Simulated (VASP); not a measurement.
Input of a VASP 6.6.1 run:

INCAR

```
SYSTEM = MoSe
  PREC = Accurate
  ENCUT = 500
  EDIFF = 1E-6
  ISMEAR = 0
  SIGMA = 0.05
  LREAL = .FALSE.
  LASPH = .TRUE.
  NELM = 200
  ALGO = Normal
  ISIF = 2
  LWAVE = .FALSE.
  LCHARG = .FALSE.
  ISPIN = 2
  MAGMOM = 0.24 0
  LORBIT = 11
  LMAXMIX = 4
  GGA = PS
  NBANDS = 21
  GGA_COMPAT = .FALSE.
```

The input KPOINTS:

```
regular mesh
0
G
  10 10 10
  0 0 0
```

POSCAR

```
MoSe
1.0
    0.0000000000      2.5580757262      2.5580757262
    2.5580757262      0.0000000000      2.5580757262
    2.5580757262      2.5580757262      0.0000000000
Mo Se
1 1
Direct
    0.5000000000      0.5000000000      0.5000000000
    0.0000000000      0.0000000000      0.0000000000
```

Potentials or basis: VASP PAW PBE potentials, release 64 (Mo_sv, Se).

Run with:

```bash
$ cat potpaw_PBE.64/Mo_sv/POTCAR potpaw_PBE.64/Se/POTCAR > POTCAR
$ mpirun -np 1 vasp_std > vasp.out
```

Q: Estimate the net moment.

A: 0.00 μB per cell.

Q: Predict the pressure.

A: 3.6 GPa.

Q: Predict the band gap on the k mesh.

A: Zero (filled and empty bands overlap).

Caveat: the cell stands under pressure; the PAW data sets were made with another functional, which shifts forces and pressure a little.
